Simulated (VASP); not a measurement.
# Ge3N4 (P6_3/m) in VASP: single point with PBE

Aim: the single point of Ge3N4 with PBE.

All numbers are computed with VASP 6.6.1; they aren't measurements. Logs are shortened: lines on timing, memory, paths and dates and some standing lists are left out, and cuts for length are marked.

### Step 1. The cell of the first run

The structure is hexagonal, space group P6_3/m (No. 176). The conventional cell has a = 8.124 Å, b = 8.124 Å, c = 3.067 Å, α = 90.00°, β = 90.00°, γ = 120.00°. Ge (site symmetry m) has 4 N at 1.84 to 1.86 Å within 2.4 Å. N (site symmetry -6) has 3 Ge at 1.84 Å within 2.4 Å. N (site symmetry m) has 3 Ge at 1.84 to 1.86 Å within 2.4 Å.

### Step 2. Single point, PBE (epitaxial xy strain +1.0%)

INCAR reads:

```
PREC = Accurate ; ENCUT = 600
EDIFF = 1E-6 ; ISMEAR = -1
SIGMA = 0.02 ; LREAL = F
LASPH = T ; NELM = 120
ALGO = Normal ; ISIF = 2
LWAVE = F ; LCHARG = F
GGA = PE ; NBANDS = 75
GGA_COMPAT = F
```

KPOINTS reads:

```
Automatic mesh
0
Gamma
  6 6 8
```

POSCAR reads:

```
Ge3N4
1.0
    8.1243667178      0.0000000000      0.0000000000
   -4.0621833589      7.0359079673      0.0000000000
    0.0000000000      0.0000000000      3.0671408214
Ge N
6 8
Direct
    0.8268995689      0.2336841297      0.7500000000
    0.5932154392      0.8268995689      0.2500000000
    0.2336841297      0.4067845608      0.2500000000
    0.7663158703      0.5932154392      0.7500000000
    0.4067845608      0.1731004311      0.7500000000
    0.1731004311      0.7663158703      0.2500000000
    0.6666666667      0.3333333333      0.7500000000
    0.3333333333      0.6666666667      0.2500000000
    0.6689746006      0.9716604200      0.7500000000
    0.6973141806      0.6689746006      0.2500000000
    0.9716604200      0.3026858194      0.2500000000
    0.0283395800      0.6973141806      0.7500000000
    0.3310253994      0.0283395800      0.2500000000
    0.3026858194      0.3310253994      0.7500000000
```

Potentials or basis: VASP PAW PBE potentials, release 64 (Ge_d, N).

The run is started by

```bash
$ cat potpaw_PBE.64/Ge_d/POTCAR potpaw_PBE.64/N/POTCAR > POTCAR
$ mpirun -np 1 vasp_std > vasp.out
```

OUTCAR:

```text
PREC = Accurate
   ENCUT = 600
   EDIFF = 1E-6
   ISMEAR = -1
   LREAL = F
   LASPH = T
   NELM = 120
   ISIF = 2
   GGA = PE

 ion  position               nearest neighbor table
   1  0.827  0.234  0.750-  11 1.84  11 1.84   7 1.84   9 1.86
   2  0.593  0.827  0.250-   9 1.84   9 1.84   8 1.84  10 1.86
   3  0.234  0.407  0.250-  14 1.84  14 1.84   8 1.84  11 1.86
   4  0.766  0.593  0.750-  10 1.84  10 1.84   7 1.84  12 1.86
   5  0.407  0.173  0.750-  13 1.84  13 1.84   7 1.84  14 1.86
   6  0.173  0.766  0.250-  12 1.84  12 1.84   8 1.84  13 1.86
   7  0.667  0.333  0.750-   1 1.84   5 1.84   4 1.84
   8  0.333  0.667  0.250-   6 1.84   2 1.84   3 1.84
   9  0.669  0.972  0.750-   2 1.84   2 1.84   1 1.86
  10  0.697  0.669  0.250-   4 1.84   4 1.84   2 1.86
  11  0.972  0.303  0.250-   1 1.84   1 1.84   3 1.86
  12  0.028  0.697  0.750-   6 1.84   6 1.84   4 1.86
  13  0.331  0.028  0.250-   5 1.84   5 1.84   6 1.86
  14  0.303  0.331  0.750-   3 1.84   3 1.84   5 1.86

  LATTYP: Found a hexagonal cell.
 ALAT       =     8.1243667178
 C/A-ratio  =     0.3775236801

  Lattice vectors:

 A1 = (   8.1243667178,   0.0000000000,   0.0000000000)
 A2 = (  -4.0621833589,   7.0359079673,   0.0000000000)
 A3 = (   0.0000000000,   0.0000000000,   3.0671408214)

Analysis of symmetry for initial positions (statically):
=====================================================================
 Subroutine PRICEL returns:
 Original cell was already a primitive cell.

 Routine SETGRP: Setting up the symmetry group for a
 hexagonal supercell.

 Subroutine GETGRP returns: Found 12 space group operations
 (whereof  6 operations were pure point group operations)
 out of a pool of 24 trial point group operations.

The static configuration has the point symmetry S_6 .
 The point group associated with its full space group is C_6h.

Analysis of symmetry for dynamics (positions and initial velocities):
=====================================================================
 Subroutine PRICEL returns:
 Original cell was already a primitive cell.

 Routine SETGRP: Setting up the symmetry group for a
 hexagonal supercell.

 Subroutine GETGRP returns: Found 12 space group operations
 (whereof  6 operations were pure point group operations)
[... 137 lines left out ...]
   PSTRESS=    0.0 pullay stress
   NELECT =     124.0000    total number of electrons
   NUPDOWN=      -1.0000    fix difference up-down
   EMIN   =  10.00;   EMAX   =-10.00  energy-range for DOS
   EFERMI =   0.00;   METHOD = LEGACY
   ISMEAR =    -1;   SIGMA  =   0.02  broadening in eV -4-tet -1-fermi 0-gaus
   EFERMI_NEDOS =   21; number of points for ismear=-14 and -15
   IALGO  =     38    algorithm
   IMIX   =      4    mixing-type and parameters
     AMIX     =   0.40;   BMIX     =  1.00
     AMIX_MAG =   1.60;   BMIX_MAG =  1.00
  volume/ion in A,a.u.               =      12.52        84.51
  Fermi-wavevector in a.u.,A,eV,Ry     =   1.458593  2.756342 28.946326  2.127495
  Thomas-Fermi vector in A             =   2.575260
   LORBIT       =      0    0 simple, 1 ext, 2 COOP (PROOUT), +10 PAW based schemes
   GGA     = PE    functional components
   LHFCALC =     F    Hartree Fock is set to
   AEXX    =    0.0000 exact exchange contribution
   IVDW    =     0    specifies the selected vdW correction
   LEPSILON=     F    determine dielectric tensor
   LRPA    =     F    only Hartree local field effects (RPA)
 non-spin polarized calculation
  energy-cutoff  :      600.00
  volume of cell :      175.32
 maximum number of plane-waves:      5892
 NGX is ok and might be reduce to    70
   NGX = 33   NGY = 33   NGZ = 13

 number of electron     123.9999996 magnetization

 Free energy of the ion-electron system (eV)
  ---------------------------------------------------
  ext. energy  EPLUGINS =         0.00000000
  ---------------------------------------------------
  free energy    TOTEN  =       -94.23835512 eV

  energy without entropy =      -94.23835512  energy(sigma->0) =      -94.23835512

 E-fermi :   5.4707     XC(G=0): -10.7790

 val. band max:        5.0149802389   @ k =   0.0000   0.0000   0.0000
 cond. band min:       6.9880175491   @ k =   0.0000   0.0000   0.0000
 fundamental gap:      1.9730373102
 Fermi energy:         5.4706885179

 k-point     1 :       0.0000    0.0000    0.0000
  band No.  band energies     occupation
      1     -19.5594      2.00000
      2     -19.5321      2.00000
      3     -19.5321      2.00000
      4     -19.5259      2.00000
      5     -19.4936      2.00000
      6     -19.4936      2.00000
[... 1837 lines left out ...]
     73      12.4738      0.00000
     74      12.4837      0.00000

 [... further k-points ...]

 [bands above 74 left out]

------------------------ aborting loop because EDIFF is reached ----------------------------------------

  FORCE on cell =-STRESS in cart. coord.  units (eV):
  Direction    XX          YY          ZZ          XY          YZ          ZX
  --------------------------------------------------------------------------------------
  -------------------------------------------------------------------------------------
  Total        1.3814697      1.3814697      6.3676768     -0.0000009     -0.0000000      0.0000000
  in kB       12.6243362     12.6243362     58.1899806     -0.0000081     -0.0000000      0.0000000
  external PRESSURE =      27.8128843 kB  Pullay stress =       0.0000000 kB

 VOLUME and BASIS-vectors are now :
 -----------------------------------------------------------------------------
  energy-cutoff  :      600.00
  volume of cell :      175.32
      direct lattice vectors                 reciprocal lattice vectors
     8.124366718  0.000000000  0.000000000     0.123086517  0.071064034  0.000000000
    -4.062183359  7.035907967  0.000000000     0.000000000  0.142128067  0.000000000
     0.000000000  0.000000000  3.067140821     0.000000000  0.000000000  0.326036546

 POSITION                                       TOTAL-FORCE (eV/Angst)
 -----------------------------------------------------------------------------------
      5.76877      1.64418      2.30036         0.036351      0.021770     -0.000000
      1.46048      5.81799      0.76679        -0.000678      0.042366     -0.000000
      0.24610      2.86210      0.76679         0.037029     -0.020596     -0.000000
      3.81608      4.17381      2.30036        -0.037029      0.020596     -0.000000
      2.60170      1.21792      2.30036         0.000678     -0.042366     -0.000000
     -1.70658      5.39173      0.76679        -0.036351     -0.021770     -0.000000
      4.06218      2.34530      2.30036        -0.000000      0.000000     -0.000000
     -0.00000      4.69061      0.76679        -0.000000     -0.000000      0.000000
      1.48793      6.83651      2.30036        -0.008303      0.043652     -0.000000
      2.94774      4.70684      0.76679        -0.041955      0.014635     -0.000000
      6.66456      2.12967      0.76679         0.033652      0.029017      0.000000
     -2.60238      4.90624      2.30036        -0.033652     -0.029017      0.000000
      2.57425      0.19939      0.76679         0.008303     -0.043652      0.000000
      1.11444      2.32906      2.30036         0.041955     -0.014635     -0.000000
 -----------------------------------------------------------------------------------
    total drift:                                0.000000      0.000000     -0.000000

  FREE ENERGIE OF THE ION-ELECTRON SYSTEM (eV)
  ---------------------------------------------------
  free  energy   TOTEN  =       -94.2383551222 eV

  energy  without entropy=      -94.2383551222  energy(sigma->0) =      -94.23835512
```

OSZICAR:

```text
N       E                     dE             d eps       ncg     rms          rms(c)
DAV:   1     0.213416444944E+04    0.21342E+04   -0.56359E+04  8216   0.472E+03
DAV:   2     0.424064078673E+03   -0.17101E+04   -0.16182E+04  6008   0.132E+03
DAV:   3    -0.520396936719E+02   -0.47610E+03   -0.45428E+03  6530   0.333E+02
DAV:   4    -0.107398204172E+03   -0.55359E+02   -0.54417E+02  6979   0.127E+02
DAV:   5    -0.110121436685E+03   -0.27232E+01   -0.26986E+01  7432   0.277E+01    0.234E+01
DAV:   6    -0.940233589260E+02    0.16098E+02   -0.54724E+01  8976   0.545E+01    0.819E+00
DAV:   7    -0.943025086131E+02   -0.27915E+00   -0.59234E+00  7056   0.100E+01    0.529E+00
DAV:   8    -0.942535770537E+02    0.48932E-01   -0.53555E-01  8432   0.774E+00    0.110E+00
DAV:   9    -0.942350613027E+02    0.18516E-01   -0.13307E-01  8552   0.303E+00    0.290E-01
DAV:  10    -0.942374704174E+02   -0.24091E-02   -0.12961E-02  7623   0.821E-01    0.154E-01
DAV:  11    -0.942383089687E+02   -0.83855E-03   -0.21560E-03  7016   0.346E-01    0.330E-02
DAV:  12    -0.942383274997E+02   -0.18531E-04   -0.11459E-04  8268   0.898E-02    0.152E-02
DAV:  13    -0.942383512680E+02   -0.23768E-04   -0.28809E-05  7272   0.414E-02    0.597E-03
DAV:  14    -0.942383554132E+02   -0.41452E-05   -0.12991E-05  6887   0.165E-02    0.480E-03
DAV:  15    -0.942383551222E+02    0.29092E-06   -0.20044E-06  4864   0.147E-02
   1 F= -.94238355E+02 E0= -.94238355E+02  d E =-.472801E-11
```

stdout:

```text
POSCAR found type information on POSCAR GeN
 POSCAR found :  2 types and      14 ions
 scaLAPACK will be used
 LDA part: xc-table for (Slater+PW92), standard interpolation
 POSCAR, INCAR and KPOINTS ok, starting setup
 FFT: planning ... GRIDC
 FFT: planning ... GRID_SOFT
 FFT: planning ... GRID
 WAVECAR not read
 entering main loop
```

Run time: 14 min. Hardware: 1 thread of Intel Xeon Platinum 8259CL at 2.50GHz (Skylake/Cascade Lake), shared host; peak memory 0.65 GiB.

What came out:

| Quantity | Value |
| --- | --- |
| Free energy | -94.2384 eV |
| Pressure | 2.8 GPa |
| Largest force | 0.044 eV/Å |
| Band gap on the k mesh | 1.97 eV, direct |

Forces in eV/Å, atoms in the order of the input:
```
Ge   0.036  0.022  0.000
Ge  -0.001  0.042  0.000
Ge   0.037 -0.021  0.000
Ge  -0.037  0.021  0.000
Ge   0.001 -0.042  0.000
Ge  -0.036 -0.022  0.000
N    0.000  0.000  0.000
N    0.000  0.000  0.000
N   -0.008  0.044  0.000
N   -0.042  0.015  0.000
N    0.034  0.029  0.000
N   -0.034 -0.029  0.000
N    0.008 -0.044  0.000
N    0.042 -0.015  0.000
```

Caveat: the cell differs from its parent crystal (epitaxial xy strain +1.0%). A k mesh can miss the band edges.
